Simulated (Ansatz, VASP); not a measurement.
One calculation of ZnS, two programs

```
Zn S
1.0
     0.00000    2.71364    2.71364
     2.71364    0.00000    2.71364
     2.71364    2.71364    0.00000
Zn S
1 1
Direct
  0.00000 0.00000 0.00000
  0.75000 0.75000 0.75000
```

Change from the starting cell: volume scaled by 1.01.

Alike in both runs: task single point; functional PBEsol; k mesh 8 × 8 × 8; occupations fermi-dirac, width 0.01 eV; no spin polarisation.

|  | VASP | Ansatz |
| --- | --- | --- |
| version | VASP 6.6.1 | Ansatz 0.2.0 |
| potentials or method | VASP PAW PBE potentials, release 64 (Zn, S), cutoff 520 eV | all-electron LAPW, scalar-relativistic |

|  | VASP | Ansatz | Ansatz less VASP |
| --- | --- | --- | --- |
| gap on the k mesh at the Fermi level (eV) | 1.92 | 1.92 | -0.001 |
| pressure (GPa) | -2.7 | -2.8 | -0.17 |

VASP's potentials were made for PBE, not for PBEsol. Ansatz ran all-electron here, and VASP with PAW potentials.
